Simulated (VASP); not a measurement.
Here is a VASP 6.6.1 calculation.

Contents of INCAR:

```
SYSTEM = Au
PREC = Accurate
ENCUT = 520
EDIFF = 1E-7
ISMEAR = -1
SIGMA = 0.1
LREAL = .FALSE.
LASPH = .TRUE.
NELM = 80
ALGO = Normal
ISIF = 2
LWAVE = .FALSE.
LCHARG = .TRUE.
GGA = RP
LELF = .TRUE.
LVHAR = .TRUE.
NBANDS = 18
```

Contents of KPOINTS:

```
Automatic mesh
0
G
  10 10 10
  0 0 0
```

File POSCAR:

```
Au
1.0
    0.0000000000      3.0467220846      3.0467220846
    3.0467220846      0.0000000000      3.0467220846
    3.0467220846      3.0467220846      0.0000000000
Au
2
Direct
    0.1250000000      0.1250000000      0.1250000000
    0.8750000000      0.8750000000      0.8750000000
```

Potentials or basis: VASP PAW PBE potentials, release 64 (Au).

The run is started by

```sh
$ cat potpaw_PBE.64/Au/POTCAR > POTCAR
$ mpirun -np 1 vasp_std > vasp.out
```

What does it give for the pressure?

4.3 GPa.

What does it give for the band gap on the k mesh?

Zero (band 11 reaches 3.53 eV, above the bottom of band 12 at 2.88 eV).

Caveat: the PAW data sets were made with another functional, which shifts forces and pressure a little; spin-orbit coupling is left out, which moves the levels of the heavy elements.
